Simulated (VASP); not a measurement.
# InP (I-4m2) in VASP: a series of runs

InP is run at these levels: LDA; tasks: single point.

Everything below comes from runs of VASP 6.6.1. Logs are shortened: lines on timing, memory, paths and dates and some standing lists are left out, and cuts for length are marked.

## Step 1: The cell of the first run

Symmetry: I-4m2, No. 119, tetragonal system. Conventional cell: a = 4.339 Å, b = 4.339 Å, c = 5.115 Å, α = 90.00°, β = 90.00°, γ = 90.00°. In (site symmetry -4m2) has 4 P at 2.52 Å within 3.3 Å. P (site symmetry -4m2) has 4 In at 2.52 Å within 3.3 Å.

## Step 2: Single point, LDA (24.07 Å³/atom)

Contents of INCAR:

```
SYSTEM = InP
PREC = Accurate
ENCUT = 520
EDIFF = 1E-6
ISMEAR = 0
SIGMA = 0.05
LREAL = .False.
LASPH = .True.
NELM = 80
ALGO = Normal
ISIF = 2
LWAVE = .False.
LCHARG = .True.
GGA = CA
LELF = .True.
LVHAR = .True.
NBANDS = 16
```

Contents of KPOINTS:

```
Automatic mesh
0
Gamma
  12 12 12
  0 0 0
```

Contents of POSCAR:

```
InP
1.0
    0.0000000000      2.5574266212      3.0679302078
    3.0679302078      0.0000000000      3.0679302078
    3.0679302078      2.5574266212      0.0000000000
In P
1 1
Direct
    0.0000000000      0.0000000000      0.0000000000
    0.7500000000      0.7500000000      0.7500000000
```

Potentials or basis: VASP PAW LDA potentials, release 64 (In_d, P).

On the command line:

```sh
> cat potpaw_LDA.64/In_d/POTCAR potpaw_LDA.64/P/POTCAR > POTCAR
> mpirun -np 1 vasp_std > vasp.out
```

OUTCAR:

```text
SYSTEM = InP
   PREC = Accurate
   ENCUT = 520
   EDIFF = 1E-6
   ISMEAR = 0
   LREAL = .False.
   LASPH = .True.
   NELM = 80
   ISIF = 2
   GGA = CA

 ion  position               nearest neighbor table
   1  0.000  0.000  0.000-   2 2.52   2 2.52   2 2.52   2 2.52
   2  0.750  0.750  0.750-   1 2.52   1 2.52   1 2.52   1 2.52

  LATTYP: Found a body centered tetragonal cell.
 ALAT       =     4.3387085083
 C/A-ratio  =     1.1788884256

  Lattice vectors:

 A1 = (   0.0000000000,  -2.5574266212,   3.0679302078)
 A2 = (   0.0000000000,  -2.5574266212,  -3.0679302078)
 A3 = (   3.0679302078,   2.5574266212,   0.0000000000)

Analysis of symmetry for initial positions (statically):
=====================================================================
 Subroutine PRICEL returns:
 Original cell was already a primitive cell.

 Routine SETGRP: Setting up the symmetry group for a
 body centered tetragonal supercell.

 Subroutine GETGRP returns: Found  8 space group operations
 (whereof  8 operations were pure point group operations)
 out of a pool of 16 trial point group operations.

The static configuration has the point symmetry D_2d.

Analysis of symmetry for dynamics (positions and initial velocities):
=====================================================================
 Subroutine PRICEL returns:
 Original cell was already a primitive cell.

 Routine SETGRP: Setting up the symmetry group for a
 body centered tetragonal supercell.

 Subroutine GETGRP returns: Found  8 space group operations
 (whereof  8 operations were pure point group operations)
 out of a pool of 16 trial point group operations.

The dynamic configuration has the point symmetry D_2d.

 Subroutine INISYM returns: Found  8 space group operations
 (whereof  8 operations are pure point group operations),
 and found     1 'primitive' translations

----------------------------------------------------------------------------------------

                                     Primitive cell

  volume of cell :      48.1420

  direct lattice vectors                    reciprocal lattice vectors
     0.000000000  2.557426621  3.067930208    -0.162976328  0.195509031  0.162976328
     3.067930208  0.000000000  3.067930208     0.162976328 -0.195509031  0.162976328
     3.067930208  2.557426621  0.000000000     0.162976328  0.195509031 -0.162976328

  length of vectors
     3.994073946  4.338708508  3.994073946     0.302235584  0.302235584  0.302235584

  position of ions in fractional coordinates (direct lattice)
     0.000000000  0.000000000  0.000000000
     0.750000000  0.750000000  0.750000000

  ion indices of the primitive-cell ions
   primitive index   ion index
                 1           1
                 2           2

----------------------------------------------------------------------------------------

 KPOINTS: Automatic mesh

Automatic generation of k-mesh.
 Grid dimensions read from file:
 generate k-points for:   12   12   12

 Generating k-lattice:

  Cartesian coordinates                     Fractional coordinates (reciprocal lattice)
    -0.013581361  0.016292419  0.013581361     0.083333333  0.000000000  0.000000000
     0.013581361 -0.016292419  0.013581361     0.000000000  0.083333333  0.000000000
     0.013581361  0.016292419 -0.013581361     0.000000000  0.000000000  0.083333333

  Length of vectors
     0.025186299  0.025186299  0.025186299

  Shift w.r.t. Gamma in fractional coordinates (k-lattice)
     0.000000000  0.000000000  0.000000000

 Subroutine IBZKPT returns following result:
 ===========================================

 Found    163 irreducible k-points:

 Following reciprocal coordinates:
            Coordinates               Weight
  0.000000  0.000000  0.000000      1.000000
  0.083333  0.000000  0.000000      8.000000
  0.166667  0.000000  0.000000      8.000000
  0.250000  0.000000  0.000000      8.000000
  0.333333  0.000000  0.000000      8.000000
  0.416667  0.000000  0.000000      8.000000
[... 16 lines left out ...]
  0.500000  0.166667  0.000000     16.000000
 -0.416667  0.166667 -0.000000     16.000000
 [... further k-points ...]
   k-points           NKPTS =    163   k-points in BZ     NKDIM =    163   number of bands    NBANDS=     16
   number of dos      NEDOS =    301   number of ions     NIONS =      2
   total plane-waves  NPLWV =  28800
   dimension x,y,z NGX =    30 NGY =   32 NGZ =   30
   dimension x,y,z NGXF=    60 NGYF=   64 NGZF=   60
   ions per type =               1   1
   NGX,Y,Z   is equivalent  to a cutoff of  12.49, 12.26, 12.49 a.u.
   NGXF,Y,Z  is equivalent  to a cutoff of  24.97, 24.52, 24.97 a.u.
 SYSTEM =  InP
   PREC   = accura    normal or accurate (medium, high low for compatibility)
   ISTART =      0    job   : 0-new  1-cont  2-samecut
   ICHARG =      2    charge: 1-file 2-atom 10-const
   ISPIN  =      1    spin polarized calculation?
   LNONCOLLINEAR =      F non collinear calculations
   LSORBIT =      F    spin-orbit coupling
   LASPH  =      T    aspherical Exc in radial PAW
   ENCUT  =  520.0 eV  38.22 Ry    6.18 a.u.   7.43  8.07  7.43*2*pi/ulx,y,z
   NELM   =     80;   NELMIN=  2; NELMDL= -5     # of ELM steps
   EDIFF  = 0.1E-05   stopping-criterion for ELM
   LREAL  =      F    real-space projection
   EDIFFG = 0.1E-04   stopping-criterion for IOM
   NSW    =      0    number of steps for IOM
   IBRION =     -1    ionic relax: 0-MD 1-quasi-New 2-CG
   NFREE  =      0    steps in history (QN), initial steepest desc. (CG)
   ISIF   =      2    stress and relaxation
   ISYM   =      2    0-nonsym 1-usesym 2-fastsym
   POTIM  = 0.5000    time-step for ionic-motion
   TEBEG  =    0.0;   TEEND  =   0.0 temperature during run
   PSTRESS=    0.0 pullay stress
   NELECT =      18.0000    total number of electrons
   NUPDOWN=      -1.0000    fix difference up-down
   EMIN   =  10.00;   EMAX   =-10.00  energy-range for DOS
   EFERMI =   0.00;   METHOD = LEGACY
   ISMEAR =     0;   SIGMA  =   0.05  broadening in eV -4-tet -1-fermi 0-gaus
   EFERMI_NEDOS =   21; number of points for ismear=-14 and -15
   IALGO  =     38    algorithm
   IMIX   =      4    mixing-type and parameters
     AMIX     =   0.40;   BMIX     =  1.00
     AMIX_MAG =   1.60;   BMIX_MAG =  1.00
  volume/ion in A,a.u.               =      24.07       162.44
  Fermi-wavevector in a.u.,A,eV,Ry     =   1.179390  2.228725 18.925186  1.390962
  Thomas-Fermi vector in A             =   2.315702
   LORBIT       =      0    0 simple, 1 ext, 2 COOP (PROOUT), +10 PAW based schemes
   GGA     = CA    functional components
   LHFCALC =     F    Hartree Fock is set to
   AEXX    =    0.0000 exact exchange contribution
   IVDW    =     0    specifies the selected vdW correction
   LEPSILON=     F    determine dielectric tensor
   LRPA    =     F    only Hartree local field effects (RPA)
 non-spin polarized calculation
 Gauss-broadening in eV      SIGMA  =   0.05
  energy-cutoff  :      520.00
  volume of cell :       48.14
 maximum number of plane-waves:      1320
 NGX is ok and might be reduce to    30
   NGX = 15   NGY = 17   NGZ = 15

 number of electron      17.9999994 magnetization

 Free energy of the ion-electron system (eV)
  ---------------------------------------------------
  ext. energy  EPLUGINS =         0.00000000
  ---------------------------------------------------
  free energy    TOTEN  =        -9.55693961 eV

  energy without entropy =       -9.55693931  energy(sigma->0) =       -9.55693946

 E-fermi :   6.0326     XC(G=0):  -9.8317

 val. band max:        5.9243489114   @ k =   0.0000   0.0000   0.0000
 cond. band min:       6.1409340269   @ k =   0.0000   0.0000   0.0000
 fundamental gap:      0.2165851155
 Fermi energy:         6.0326414718

 k-point     1 :       0.0000    0.0000    0.0000
  band No.  band energies     occupation
      1      -8.7975      2.00000
      2      -8.7975      2.00000
      3      -8.7378      2.00000
      4      -8.6351      2.00000
      5      -8.6169      2.00000
      6      -6.2724      2.00000
[... 8 lines left out ...]
     15      13.9004      0.00000
     16      15.3795      0.00000

 k-point     2 :       0.0833    0.0000    0.0000
  band No.  band energies     occupation
      1      -8.8018      2.00000
      2      -8.7934      2.00000
      3      -8.7408      2.00000
      4      -8.6352      2.00000
      5      -8.6153      2.00000
      6      -6.1868      2.00000
[... 8 lines left out ...]
     15      14.0817      0.00000
     16      14.9292      0.00000

 k-point     3 :       0.1667    0.0000    0.0000
  band No.  band energies     occupation
      1      -8.8200      2.00000
      2      -8.7834      2.00000
      3      -8.7415      2.00000
      4      -8.6356      2.00000
      5      -8.6098      2.00000
      6      -5.9366      2.00000
[... 8 lines left out ...]
     15      13.8013      0.00000
     16      15.7029      0.00000

 k-point     4 :       0.2500    0.0000    0.0000
  band No.  band energies     occupation
      1      -8.8514      2.00000
      2      -8.7725      2.00000
      3      -8.7344      2.00000
      4      -8.6363      2.00000
      5      -8.5992      2.00000
      6      -5.5439      2.00000
[... 8 lines left out ...]
     15      13.9058      0.00000
     16      15.9723      0.00000
[... 324 lines left out ...]
 k-point    22 :       0.4167    0.1667    0.0000
  band No.  band energies     occupation
      1      -8.9070      2.00000
      2      -8.7430      2.00000
      3      -8.7066      2.00000
      4      -8.6367      2.00000
      5      -8.5912      2.00000
      6      -4.7328      2.00000
[... 8 lines left out ...]
     15      15.2525      0.00000
     16      16.6036      0.00000

 k-point    23 :       0.5000    0.1667    0.0000
  band No.  band energies     occupation
      1      -8.9178      2.00000
      2      -8.7447      2.00000
      3      -8.7048      2.00000
      4      -8.6377      2.00000
      5      -8.5820      2.00000
      6      -4.3184      2.00000
[... 8 lines left out ...]
     15      15.7383      0.00000
     16      16.2736      0.00000

 k-point    24 :      -0.4167    0.1667   -0.0000
  band No.  band energies     occupation
      1      -8.9189      2.00000
      2      -8.7467      2.00000
      3      -8.7071      2.00000
      4      -8.6405      2.00000
      5      -8.5772      2.00000
      6      -4.1983      2.00000
[... 8 lines left out ...]
     15      15.8987      0.00000
     16      16.6334      0.00000

 [... further k-points ...]
[... 5 lines left out ...]
  --------------------------------------------------------------------------------------
  -------------------------------------------------------------------------------------
  Total       -0.2066854      1.3573184     -0.2066854      0.0000000     -0.0000000      0.0000000
  in kB       -6.8785389     45.1718815     -6.8785389      0.0000000     -0.0000000      0.0000000
  external PRESSURE =      10.4716013 kB  Pullay stress =       0.0000000 kB

 VOLUME and BASIS-vectors are now :
 -----------------------------------------------------------------------------
  energy-cutoff  :      520.00
  volume of cell :       48.14
      direct lattice vectors                 reciprocal lattice vectors
     0.000000000  2.557426621  3.067930208    -0.162976328  0.195509031  0.162976328
     3.067930208  0.000000000  3.067930208     0.162976328 -0.195509031  0.162976328
     3.067930208  2.557426621  0.000000000     0.162976328  0.195509031 -0.162976328

 POSITION                                       TOTAL-FORCE (eV/Angst)
 -----------------------------------------------------------------------------------
      0.00000      0.00000      0.00000         0.000000     -0.000000      0.000000
      4.60190      3.83614      4.60190        -0.000000      0.000000     -0.000000
 -----------------------------------------------------------------------------------
    total drift:                               -0.000001     -0.000002     -0.000002

  FREE ENERGIE OF THE ION-ELECTRON SYSTEM (eV)
  ---------------------------------------------------
  free  energy   TOTEN  =        -9.5569396141 eV

  energy  without entropy=       -9.5569393145  energy(sigma->0) =       -9.55693946
```

It took 60 s on 1 thread of Intel Xeon 6975P-C (Granite Rapids), shared host; peak memory 0.24 GiB.

What came out:

```
Free energy            : -9.5569 eV
Pressure               : 1.0 GPa
Band gap on the k mesh : 0.22 eV
```

Caveat: spin-orbit coupling is left out, which moves the levels of the heavy elements. A k mesh can miss the band edges.

## Step 3: Single point, LDA (24.07 Å³/atom)

Contents of INCAR:

```
PREC = Accurate
ENCUT = 520
EDIFF = 1E-6
ISMEAR = 0
SIGMA = 0.05
LREAL = False
LASPH = True
NELM = 100
ALGO = Normal
ISIF = 2
LWAVE = False
LCHARG = True
GGA = CA
LELF = True
LVHAR = True
NBANDS = 16
```

Contents of KPOINTS:

```
regular mesh
0
Gamma
  12 12 12
```

Contents of POSCAR:

```
InP
1.0
    0.0000000000      2.7728213749      2.9463621028
    2.9463621028      0.0000000000      2.9463621028
    2.9463621028      2.7728213749      0.0000000000
In P
1 1
Direct
    0.0000000000      0.0000000000      0.0000000000
    0.7500000000      0.7500000000      0.7500000000
```

Potentials or basis: VASP PAW LDA potentials, release 64 (In_d, P).

On the command line:

```sh
> cat potpaw_LDA.64/In_d/POTCAR potpaw_LDA.64/P/POTCAR > POTCAR
> mpirun -np 1 vasp_std > vasp.out
```

OUTCAR:

```text
PREC = Accurate
   ENCUT = 520
   EDIFF = 1E-6
   ISMEAR = 0
   LREAL = False
   LASPH = True
   NELM = 100
   ISIF = 2
   GGA = CA

 ion  position               nearest neighbor table
   1  0.000  0.000  0.000-   2 2.50   2 2.50   2 2.50   2 2.50
   2  0.750  0.750  0.750-   1 2.50   1 2.50   1 2.50   1 2.50

  LATTYP: Found a body centered tetragonal cell.
 ALAT       =     4.1667852454
 C/A-ratio  =     1.3309163835

  Lattice vectors:

 A1 = (   0.0000000000,  -2.7728213749,   2.9463621028)
 A2 = (   0.0000000000,  -2.7728213749,  -2.9463621028)
 A3 = (   2.9463621028,   2.7728213749,   0.0000000000)

Analysis of symmetry for initial positions (statically):
=====================================================================
 Subroutine PRICEL returns:
 Original cell was already a primitive cell.

 Routine SETGRP: Setting up the symmetry group for a
 body centered tetragonal supercell.

 Subroutine GETGRP returns: Found  8 space group operations
 (whereof  8 operations were pure point group operations)
 out of a pool of 16 trial point group operations.

The static configuration has the point symmetry D_2d.

Analysis of symmetry for dynamics (positions and initial velocities):
[... 154 lines left out ...]
  ---------------------------------------------------
  free energy    TOTEN  =        -9.65123690 eV

  energy without entropy =       -9.65123690  energy(sigma->0) =       -9.65123690

 E-fermi :   5.8900     XC(G=0):  -9.8073

 val. band max:        5.6892709617   @ k =   0.0000   0.0000   0.0000
 cond. band min:       6.2486798517   @ k =   0.0000   0.0000   0.0000
 fundamental gap:      0.5594088899
 Fermi energy:         5.8900237201

 k-point     1 :       0.0000    0.0000    0.0000
  band No.  band energies     occupation
      1      -8.7840      2.00000
      2      -8.7840      2.00000
      3      -8.7604      2.00000
      4      -8.6016      2.00000
      5      -8.5994      2.00000
      6      -6.3397      2.00000
[... 433 lines left out ...]
      3      -8.7076      2.00000
      4      -8.6017      2.00000
      5      -8.5817      2.00000
      6      -4.2471      2.00000
[... 8 lines left out ...]
     15      15.3761      0.00000
     16      16.2597      0.00000

 [... further k-points ...]
[... 5 lines left out ...]
  --------------------------------------------------------------------------------------
  -------------------------------------------------------------------------------------
  Total        0.3597089      1.0415658      0.3597089      0.0000000     -0.0000000      0.0000000
  in kB       11.9711972     34.6635593     11.9711972      0.0000000     -0.0000000      0.0000000
  external PRESSURE =      19.5353179 kB  Pullay stress =       0.0000000 kB

 VOLUME and BASIS-vectors are now :
 -----------------------------------------------------------------------------
  energy-cutoff  :      520.00
  volume of cell :       48.14
      direct lattice vectors                 reciprocal lattice vectors
     0.000000000  2.772821375  2.946362103    -0.169700798  0.180321749  0.169700798
     2.946362103  0.000000000  2.946362103     0.169700798 -0.180321749  0.169700798
     2.946362103  2.772821375  0.000000000     0.169700798  0.180321749 -0.169700798

 POSITION                                       TOTAL-FORCE (eV/Angst)
 -----------------------------------------------------------------------------------
      0.00000      0.00000      0.00000        -0.000000      0.000000     -0.000000
      4.41954      4.15923      4.41954         0.000000     -0.000000      0.000000
 -----------------------------------------------------------------------------------
    total drift:                               -0.000001     -0.000006     -0.000001

  FREE ENERGIE OF THE ION-ELECTRON SYSTEM (eV)
  ---------------------------------------------------
  free  energy   TOTEN  =        -9.6512368991 eV

  energy  without entropy=       -9.6512368991  energy(sigma->0) =       -9.65123690
```

stdout:

```text
POSCAR found type information on POSCAR InP
 POSCAR found :  2 types and       2 ions
 scaLAPACK will be used
 LDA part: xc-table for (Slater(with rela. corr.)+CA(PZ))
 , standard interpolation
 POSCAR, INCAR and KPOINTS ok, starting setup
 FFT: planning ... GRIDC
 FFT: planning ... GRID_SOFT
 FFT: planning ... GRID
 WAVECAR not read
 entering main loop
```

It took 67 s on 1 thread of Intel Xeon 6975P-C (Granite Rapids), shared host; peak memory 0.23 GiB.

What came out:

| Quantity | Value |
| --- | --- |
| Free energy | -9.6512 eV |
| Pressure | 2.0 GPa |
| Band gap on the k mesh | 0.56 eV |

Caveat: spin-orbit coupling is left out, which moves the levels of the heavy elements. A hybrid or GW would open this gap; LDA tends to underestimate it.

[end of part 1 of 2]
